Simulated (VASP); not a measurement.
**Zr: electric field gradients with LDA**

Zr:

```
Zr
1.0
     3.23200   -0.03232   -0.03232
    -1.64399    2.81515   -0.01183
    -0.05147   -0.05147    5.14700
Zr
2
Direct
  0.33333 0.66667 0.25000
  0.66667 0.33333 0.75000
```

This cell differs from its parent crystal: equal xy, yz and zx shear strains of -2 %.

```json
{
  "Program": "VASP 6.6.1",
  "Task": "electric field gradients",
  "Functional": "LDA",
  "Potentials or basis": "VASP PAW LDA potentials, release 64 (Zr_sv)",
  "Cutoff": "520 eV",
  "k mesh": "13 × 13 × 7",
  "Occupations": "fermi-dirac, width 0.03 eV",
  "Spin": "no spin polarisation",
  "Dipole correction": "no",
  "Further INCAR settings": "ALGO = Normal; EDIFF = 1e-08; NBANDS = 19"
}
```

```
Pressure               : -6.0 GPa
Largest force          : 0.037 eV/Å
Band gap on the k mesh : zero (band 12 reaches 9.76 eV, above the bottom of band 13 at 8.55 eV)
```

Forces on the atoms (eV/Å):
```
Zr   0.037  0.002  0.006
Zr  -0.037 -0.002 -0.006
```

Stress tensor (GPa, compression positive):
```
-6.31  0.83  0.40
 0.83 -6.25  0.39
 0.40  0.39 -5.56
```

Levels at points of the mesh, in eV from the Fermi level:
| k point | band 9 | band 10 | band 11 | band 12 | band 13 | band 14 | band 15 | band 16 |
| --- | --- | --- | --- | --- | --- | --- | --- | --- |
| (0.00, 0.00, 0.00) | -5.64 | -3.04 | 0.65 | 0.96 | 0.99 | 1.25 | 1.36 | 1.65 |

Electric field gradients, principal values (V/Å²):
```tsv
atom	least	middle	greatest (by size)
1 Zr	-19.549	-23.214	42.763
2 Zr	-19.549	-23.214	42.763
```

Run time: 5.4 min on 1 thread of Intel(R) Xeon(R) Platinum 8488C (Sapphire Rapids), on a shared host, peak memory 0.47 GiB.

Caveat: the cell differs from its parent crystal (equal xy, yz and zx shear strains of -2 %); without QUAD_EFG the Cq values of the log hold for a quadrupole moment of 1 mb, not for the nuclei.
